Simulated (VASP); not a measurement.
Cs: single point with PBE

Crystal: Cs.

```
Cs
1.0
     8.83216    0.00000    0.00000
    -4.41608    7.64887    0.00000
     0.00000    0.00000    5.25286
Cs
3
Direct
  0.00000 0.00000 0.00000
  0.33333 0.66667 0.50000
  0.66667 0.33333 0.50000
```

This isn't the form of Cs at room conditions, which is bcc.

```yaml
Program: VASP 6.6.1
Task: single point
Functional: PBE
Potentials_or_basis: VASP PAW PBE potentials, release 64 (Cs_sv)
Cutoff: 520 eV
k_mesh: 4 × 4 × 6
Occupations: fermi-dirac, width 0.08 eV
Spin: no spin polarisation
Dipole_correction: no
Further_INCAR_settings: ALGO = Normal; EDIFF = 1e-06; NBANDS = 20
```

```yaml
Pressure: 0.0 GPa
Band_gap_on_the_k_mesh: zero (an odd number of electrons rules out a gap without spin polarisation)
```

Levels at points of the mesh, in eV from the Fermi level:
| k point | band 11 | band 12 | band 13 | band 14 | band 15 | band 16 |
| --- | --- | --- | --- | --- | --- | --- |
| (0.00, 0.00, 0.00) | -10.62 | -10.59 | -1.65 | 0.69 | 0.85 | 0.85 |
| (0.50, 0.00, 0.00) | -10.63 | -10.59 | -0.84 | -0.84 | 0.02 | 0.80 |
| (0.00, 0.00, 0.50) | -10.63 | -10.63 | -0.19 | 0.05 | 0.77 | 0.77 |
| (0.50, 0.00, 0.50) | -10.63 | -10.62 | 0.18 | 0.19 | 0.68 | 0.76 |

Run time: 2.3 min on 1 thread of Intel(R) Xeon(R) 6975P-C (Granite Rapids) (shared host), peak memory 0.45 GiB.

Caveat: spin-orbit coupling is left out, which moves the levels of the heavy elements.
